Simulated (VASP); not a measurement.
# PbS (Fm-3m) in VASP: a series of runs

Runs on PbS. Level: PBE. Tasks: single point.

All numbers are computed with VASP 6.6.1; they aren't measurements. Logs are shortened: lines on timing, memory, paths and dates and some standing lists are left out, and cuts for length are marked.

## Step 1: The cell of the first run

The structure is cubic, space group Fm-3m (No. 225). Conventional cell: a = 5.810 Å, b = 5.810 Å, c = 5.810 Å, α = 90.00°, β = 90.00°, γ = 90.00°. Within 3.8 Å of Pb (site symmetry m-3m) lie 6 S at 2.91 Å. Within 3.8 Å of S (site symmetry m-3m) lie 6 Pb at 2.91 Å.

## Step 2: Single point, PBE, collinear spin

INCAR

```
SYSTEM = PbS
  PREC = Accurate
  ENCUT = 520
  EDIFF = 1E-7
  ISMEAR = 0
  SIGMA = 0.02
  LREAL = .FALSE.
  LASPH = .TRUE.
  NELM = 150
  ALGO = Normal
  ISIF = 2
  LWAVE = .FALSE.
  LCHARG = .FALSE.
  ISPIN = 2
  MAGMOM = 0.5 0
  LORBIT = 11
  GGA = PE
  NBANDS = 21
```

KPOINTS

```
regular mesh
0
G
  8 8 8
  0 0 0
```

POSCAR

```
PbS
1.0
    0.0000000000      2.9052075019      2.9052075019
    2.9052075019      0.0000000000      2.9052075019
    2.9052075019      2.9052075019      0.0000000000
Pb S
1 1
Direct
    0.0000000000      0.0000000000      0.0000000000
    0.5000000000      0.5000000000      0.5000000000
```

Potentials or basis: VASP PAW PBE potentials, release 64 (Pb_d, S).

Command:

```bash
cat potpaw_PBE.64/Pb_d/POTCAR potpaw_PBE.64/S/POTCAR > POTCAR
mpirun -np 1 vasp_std > vasp.out
```

OUTCAR:

```text
SYSTEM = PbS
   PREC = Accurate
   ENCUT = 520
   EDIFF = 1E-7
   ISMEAR = 0
   LREAL = .FALSE.
   LASPH = .TRUE.
   NELM = 150
   ISIF = 2
   ISPIN = 2
   LORBIT = 11
   GGA = PE

 ion  position               nearest neighbor table
   1  0.000  0.000  0.000-   2 2.91   2 2.91   2 2.91   2 2.91   2 2.91   2 2.91
   2  0.500  0.500  0.500-   1 2.91   1 2.91   1 2.91   1 2.91   1 2.91   1 2.91

  LATTYP: Found a face centered cubic cell.
 ALAT       =     5.8104150038

  Lattice vectors:

 A1 = (   0.0000000000,   2.9052075019,   2.9052075019)
 A2 = (   2.9052075019,   0.0000000000,   2.9052075019)
 A3 = (   2.9052075019,   2.9052075019,   0.0000000000)

Analysis of symmetry for initial positions (statically):
=====================================================================
 Subroutine PRICEL returns:
 Original cell was already a primitive cell.

 Routine SETGRP: Setting up the symmetry group for a
 face centered cubic supercell.

 Subroutine GETGRP returns: Found 48 space group operations
 (whereof 48 operations were pure point group operations)
 out of a pool of 48 trial point group operations.

The static configuration has the point symmetry O_h .

Analysis of symmetry for dynamics (positions and initial velocities):
=====================================================================
 Subroutine PRICEL returns:
 Original cell was already a primitive cell.

 Routine SETGRP: Setting up the symmetry group for a
 face centered cubic supercell.

 Subroutine GETGRP returns: Found 48 space group operations
 (whereof 48 operations were pure point group operations)
 out of a pool of 48 trial point group operations.

The dynamic configuration has the point symmetry O_h .

Analysis of structural, dynamic, and magnetic symmetry:
=====================================================================
 Subroutine PRICEL returns:
 Original cell was already a primitive cell.

 Routine SETGRP: Setting up the symmetry group for a
 face centered cubic supercell.

 Subroutine GETGRP returns: Found 48 space group operations
 (whereof 48 operations were pure point group operations)
 out of a pool of 48 trial point group operations.

The overall configuration has the point symmetry O_h .

 Subroutine INISYM returns: Found 48 space group operations
 (whereof 48 operations are pure point group operations),
 and found     1 'primitive' translations

----------------------------------------------------------------------------------------

                                     Primitive cell

  volume of cell :      49.0412

  direct lattice vectors                    reciprocal lattice vectors
     0.000000000  2.905207502  2.905207502    -0.172104746  0.172104746  0.172104746
     2.905207502  0.000000000  2.905207502     0.172104746 -0.172104746  0.172104746
     2.905207502  2.905207502  0.000000000     0.172104746  0.172104746 -0.172104746

  length of vectors
     4.108583851  4.108583851  4.108583851     0.298094165  0.298094165  0.298094165

  position of ions in fractional coordinates (direct lattice)
     0.000000000  0.000000000  0.000000000
     0.500000000  0.500000000  0.500000000

  ion indices of the primitive-cell ions
   primitive index   ion index
                 1           1
                 2           2

----------------------------------------------------------------------------------------

 KPOINTS: regular mesh

Automatic generation of k-mesh.
 Grid dimensions read from file:
 generate k-points for:    8    8    8

 Generating k-lattice:

  Cartesian coordinates                     Fractional coordinates (reciprocal lattice)
    -0.021513093  0.021513093  0.021513093     0.125000000  0.000000000  0.000000000
     0.021513093 -0.021513093  0.021513093     0.000000000  0.125000000  0.000000000
     0.021513093  0.021513093 -0.021513093     0.000000000  0.000000000  0.125000000

  Length of vectors
     0.037261771  0.037261771  0.037261771

  Shift w.r.t. Gamma in fractional coordinates (k-lattice)
     0.000000000  0.000000000  0.000000000

 Subroutine IBZKPT returns following result:
 ===========================================

 Found     29 irreducible k-points:

 Following reciprocal coordinates:
            Coordinates               Weight
  0.000000  0.000000  0.000000      1.000000
  0.125000  0.000000  0.000000      8.000000
  0.250000  0.000000  0.000000      8.000000
  0.375000  0.000000  0.000000      8.000000
  0.500000  0.000000  0.000000      4.000000
  0.125000  0.125000  0.000000      6.000000
[... 16 lines left out ...]
  0.500000  0.250000  0.125000     48.000000
 -0.375000  0.250000  0.125000     24.000000
 [... further k-points ...]
   k-points           NKPTS =     29   k-points in BZ     NKDIM =     29   number of bands    NBANDS=     21
   number of dos      NEDOS =    301   number of ions     NIONS =      2
   total plane-waves  NPLWV =  32768
   dimension x,y,z NGX =    32 NGY =   32 NGZ =   32
   dimension x,y,z NGXF=    64 NGYF=   64 NGZF=   64
   ions per type =               1   1
   NGX,Y,Z   is equivalent  to a cutoff of  12.95, 12.95, 12.95 a.u.
   NGXF,Y,Z  is equivalent  to a cutoff of  25.90, 25.90, 25.90 a.u.
 SYSTEM =  PbS
   PREC   = accura    normal or accurate (medium, high low for compatibility)
   ISTART =      0    job   : 0-new  1-cont  2-samecut
   ICHARG =      2    charge: 1-file 2-atom 10-const
   ISPIN  =      2    spin polarized calculation?
   LNONCOLLINEAR =      F non collinear calculations
   LSORBIT =      F    spin-orbit coupling
   LASPH  =      T    aspherical Exc in radial PAW
   ENCUT  =  520.0 eV  38.22 Ry    6.18 a.u.   7.64  7.64  7.64*2*pi/ulx,y,z
   NELM   =    150;   NELMIN=  2; NELMDL= -5     # of ELM steps
   EDIFF  = 0.1E-06   stopping-criterion for ELM
   LREAL  =      F    real-space projection
   EDIFFG = 0.1E-05   stopping-criterion for IOM
   NSW    =      0    number of steps for IOM
   IBRION =     -1    ionic relax: 0-MD 1-quasi-New 2-CG
   NFREE  =      0    steps in history (QN), initial steepest desc. (CG)
   ISIF   =      2    stress and relaxation
   ISYM   =      2    0-nonsym 1-usesym 2-fastsym
   POTIM  = 0.5000    time-step for ionic-motion
   TEBEG  =    0.0;   TEEND  =   0.0 temperature during run
   PSTRESS=    0.0 pullay stress
   NELECT =      20.0000    total number of electrons
   NUPDOWN=      -1.0000    fix difference up-down
   EMIN   =  10.00;   EMAX   =-10.00  energy-range for DOS
   EFERMI =   0.00;   METHOD = LEGACY
   ISMEAR =     0;   SIGMA  =   0.02  broadening in eV -4-tet -1-fermi 0-gaus
   EFERMI_NEDOS =   21; number of points for ismear=-14 and -15
   IALGO  =     38    algorithm
   IMIX   =      4    mixing-type and parameters
     AMIX     =   0.40;   BMIX     =  1.00
     AMIX_MAG =   1.60;   BMIX_MAG =  1.00
  volume/ion in A,a.u.               =      24.52       165.47
  Fermi-wavevector in a.u.,A,eV,Ry     =   1.214034  2.294192 20.053350  1.473880
  Thomas-Fermi vector in A             =   2.349467
   LORBIT       =     11    0 simple, 1 ext, 2 COOP (PROOUT), +10 PAW based schemes
   GGA     = PE    functional components
   LHFCALC =     F    Hartree Fock is set to
   AEXX    =    0.0000 exact exchange contribution
   IVDW    =     0    specifies the selected vdW correction
   LEPSILON=     F    determine dielectric tensor
   LRPA    =     F    only Hartree local field effects (RPA)
 spin polarized calculation
 Gauss-broadening in eV      SIGMA  =   0.02
  energy-cutoff  :      520.00
  volume of cell :       49.04
 maximum number of plane-waves:      1363
   NGX = 15   NGY = 15   NGZ = 15

 number of electron      20.0000001 magnetization      -0.0006149

 number of electron      20.0000001 magnetization       0.0000871

 Free energy of the ion-electron system (eV)
  ---------------------------------------------------
  ext. energy  EPLUGINS =         0.00000000
  ---------------------------------------------------
  free energy    TOTEN  =        -8.67195154 eV

  energy without entropy =       -8.67195148  energy(sigma->0) =       -8.67195151

 E-fermi :   6.8056     XC(G=0):  -9.9771

 val. band max:        6.7486265796   @ k =   0.5000   0.0000   0.0000
 cond. band min:       6.8626035645   @ k =   0.5000   0.0000   0.0000
 fundamental gap:      0.1139769849
 Fermi energy:         6.8056160566

 spin component 1

 k-point     1 :       0.0000    0.0000    0.0000
  band No.  band energies     occupation
      1     -10.2744      1.00000
      2     -10.2744      1.00000
      3     -10.2744      1.00000
      4     -10.2597      1.00000
      5     -10.2597      1.00000
      6      -7.5165      1.00000
[... 13 lines left out ...]
     20      16.3752      0.00000
     21      27.2868      0.00000

 k-point     2 :       0.1250    0.0000    0.0000
  band No.  band energies     occupation
      1     -10.2737      1.00000
      2     -10.2720      1.00000
      3     -10.2720      1.00000
      4     -10.2596      1.00000
      5     -10.2596      1.00000
      6      -7.3698      1.00000
[... 13 lines left out ...]
     20      17.6436      0.00000
     21      25.5020      0.00000

 k-point     3 :       0.2500    0.0000    0.0000
  band No.  band energies     occupation
      1     -10.2833      1.00000
      2     -10.2833      1.00000
      3     -10.2727      1.00000
      4     -10.2421      1.00000
      5     -10.2421      1.00000
      6      -6.9593      1.00000
[... 13 lines left out ...]
     20      19.8591      0.00000
     21      23.2756      0.00000
[... 457 lines left out ...]
 k-point    23 :       0.5000    0.2500    0.1250
  band No.  band energies     occupation
      1     -10.3483      1.00000
      2     -10.2771      1.00000
      3     -10.2675      1.00000
      4     -10.2325      1.00000
      5     -10.2178      1.00000
      6      -6.0916      1.00000
[... 13 lines left out ...]
     20      22.2141      0.00000
     21      23.2016      0.00000

 k-point    24 :      -0.3750    0.2500    0.1250
  band No.  band energies     occupation
      1     -10.3561      1.00000
      2     -10.2818      1.00000
      3     -10.2566      1.00000
      4     -10.2386      1.00000
      5     -10.2114      1.00000
      6      -5.8334      1.00000
[... 13 lines left out ...]
     20      22.2011      0.00000
     21      22.9778      0.00000

 [... further k-points ...]

 spin component 2

 k-point     1 :       0.0000    0.0000    0.0000
  band No.  band energies     occupation
      1     -10.2745      1.00000
      2     -10.2745      1.00000
      3     -10.2745      1.00000
      4     -10.2598      1.00000
      5     -10.2598      1.00000
      6      -7.5165      1.00000
[... 13 lines left out ...]
     20      16.3751      0.00000
     21      27.2868      0.00000

 k-point     2 :       0.1250    0.0000    0.0000
  band No.  band energies     occupation
      1     -10.2738      1.00000
      2     -10.2721      1.00000
      3     -10.2721      1.00000
      4     -10.2597      1.00000
      5     -10.2597      1.00000
      6      -7.3698      1.00000
[... 13 lines left out ...]
     20      17.6435      0.00000
     21      25.5007      0.00000

 k-point     3 :       0.2500    0.0000    0.0000
  band No.  band energies     occupation
      1     -10.2834      1.00000
      2     -10.2834      1.00000
      3     -10.2728      1.00000
      4     -10.2422      1.00000
      5     -10.2422      1.00000
      6      -6.9593      1.00000
[... 13 lines left out ...]
     20      19.8591      0.00000
     21      23.2756      0.00000
[... 457 lines left out ...]
 k-point    23 :       0.5000    0.2500    0.1250
  band No.  band energies     occupation
      1     -10.3484      1.00000
      2     -10.2772      1.00000
      3     -10.2676      1.00000
      4     -10.2326      1.00000
      5     -10.2179      1.00000
      6      -6.0916      1.00000
[... 13 lines left out ...]
     20      22.2141      0.00000
     21      23.2015      0.00000

 k-point    24 :      -0.3750    0.2500    0.1250
  band No.  band energies     occupation
      1     -10.3562      1.00000
      2     -10.2819      1.00000
      3     -10.2567      1.00000
      4     -10.2387      1.00000
      5     -10.2115      1.00000
      6      -5.8333      1.00000
[... 13 lines left out ...]
     20      22.2011      0.00000
     21      22.9778      0.00000

 [... further k-points ...]

------------------------ aborting loop because EDIFF is reached ----------------------------------------

  FORCE on cell =-STRESS in cart. coord.  units (eV):
  Direction    XX          YY          ZZ          XY          YZ          ZX
  --------------------------------------------------------------------------------------
  -------------------------------------------------------------------------------------
  Total        1.9984463      1.9984463      1.9984463      0.0000000      0.0000000      0.0000000
  in kB       65.2892382     65.2892382     65.2892382      0.0000000      0.0000000      0.0000000
  external PRESSURE =      65.2892382 kB  Pullay stress =       0.0000000 kB

 VOLUME and BASIS-vectors are now :
 -----------------------------------------------------------------------------
  energy-cutoff  :      520.00
  volume of cell :       49.04
      direct lattice vectors                 reciprocal lattice vectors
     0.000000000  2.905207502  2.905207502    -0.172104746  0.172104746  0.172104746
     2.905207502  0.000000000  2.905207502     0.172104746 -0.172104746  0.172104746
     2.905207502  2.905207502  0.000000000     0.172104746  0.172104746 -0.172104746

 POSITION                                       TOTAL-FORCE (eV/Angst)
 -----------------------------------------------------------------------------------
      0.00000      0.00000      0.00000        -0.000000      0.000000      0.000000
      2.90521      2.90521      2.90521         0.000000     -0.000000     -0.000000
 -----------------------------------------------------------------------------------
    total drift:                                0.000000     -0.000000     -0.000000

  FREE ENERGIE OF THE ION-ELECTRON SYSTEM (eV)
  ---------------------------------------------------
  free  energy   TOTEN  =        -8.6719515366 eV

  energy  without entropy=       -8.6719514843  energy(sigma->0) =       -8.67195151

 total charge

# of ion       s       p       d       tot
------------------------------------------
    1        1.488   0.542   9.853  11.883
    2        1.352   2.357   0.000   3.710
--------------------------------------------------
tot          2.841   2.899   9.853  15.593

 magnetization (x)

# of ion       s       p       d       tot
------------------------------------------
    1        0.000   0.000   0.000   0.000
    2        0.000   0.000   0.000   0.000
--------------------------------------------------
tot          0.000   0.000   0.000   0.000
```

Wall time 54 s (1 thread of Intel Xeon Platinum 8259CL at 2.50GHz (Skylake/Cascade Lake), shared host); peak memory 0.22 GiB.

Results:

```
Free energy                                           : -8.6720 eV
Pressure                                              : 6.5 GPa
Band gap on the k mesh                                : 0.11 eV
Net moment                                            : 0.00 μB per cell
Valence electrons inside the program's atomic spheres : Pb 11.88; S 3.71
```

Caveat: the cell stands under pressure; spin-orbit coupling is left out, which moves the levels of the heavy elements. A k mesh can miss the band edges.

## Step 3: Single point, PBE, collinear spin

This run uses another cell than the first one, of 25.04 Å³/atom.

INCAR

```
ALGO = Normal ; EDIFF = 1E-6
ENCUT = 520 ; GGA = PE
ISIF = 2 ; ISMEAR = 0
ISPIN = 2 ; LASPH = T
LCHARG = T ; LELF = T
LORBIT = 11 ; LREAL = F
LVHAR = T ; LWAVE = F
MAGMOM = 0.5 0 ; NBANDS = 21
NELM = 150 ; PREC = Accurate
SIGMA = 0.02
```

KPOINTS

```
k-points
0
Gamma
  8 8 8
```

POSCAR

```
PbS
1.0
    0.0000000000      2.9256673838      2.9256673838
    2.9256673838      0.0000000000      2.9256673838
    2.9256673838      2.9256673838      0.0000000000
Pb S
1 1
Direct
    0.0000000000      0.0000000000      0.0000000000
    0.5000000000      0.5000000000      0.5000000000
```

Potentials or basis: VASP PAW PBE potentials, release 64 (Pb_d, S).

Command:

```bash
cat potpaw_PBE.64/Pb_d/POTCAR potpaw_PBE.64/S/POTCAR > POTCAR
mpirun -np 1 vasp_std > vasp.out
```

Run time: 52 s. Hardware: 1 thread of Intel Xeon Platinum 8259CL at 2.50GHz (Skylake/Cascade Lake), shared host; peak memory 0.22 GiB.

The run converged. Its results:

```yaml
Free_energy: -8.7096 eV
Pressure: 4.9 GPa
Band_gap_on_the_k_mesh: 0.20 eV
Net_moment: 0.00 μB per cell
Valence_electrons_inside_the_program's_atomic_spheres: Pb 11.87; S 3.70
```

Levels at points of the mesh, in eV from the valence-band top:
Spin up:
| k point | band 8 | band 9 | band 10 | band 11 | band 12 | band 13 |
| --- | --- | --- | --- | --- | --- | --- |
| (0.00, 0.00, 0.00) | -2.43 | -2.43 | -2.43 | 5.28 | 5.28 | 5.28 |
| (0.50, 0.00, 0.00) | -2.01 | -2.01 | 0.00 | 0.20 | 1.82 | 1.82 |
| (0.50, 0.50, 0.00) | -5.61 | -3.77 | -3.77 | 3.63 | 5.66 | 5.79 |
Spin down:
| k point | band 6 | band 7 | band 8 | band 9 | band 10 | band 11 | band 12 | band 13 | band 14 | band 15 |
| --- | --- | --- | --- | --- | --- | --- | --- | --- | --- | --- |
| (0.00, 0.00, 0.00) | -14.03 | -6.01 | -2.43 | -2.43 | -2.43 | 5.28 | 5.28 | 5.28 | 6.57 | 6.57 |
| (0.50, 0.00, 0.00) | -12.68 | -9.15 | -2.01 | -2.01 | 0.00 | 0.20 | 1.82 | 1.82 | 8.66 | 10.00 |
| (0.50, 0.50, 0.00) | -12.18 | -7.32 | -5.61 | -3.77 | -3.77 | 3.63 | 5.66 | 5.79 | 5.79 | 11.15 |

Caveat: the cell stands under pressure; spin-orbit coupling is left out, which moves the levels of the heavy elements. A k mesh can miss the band edges.

[end of part 1 of 2]
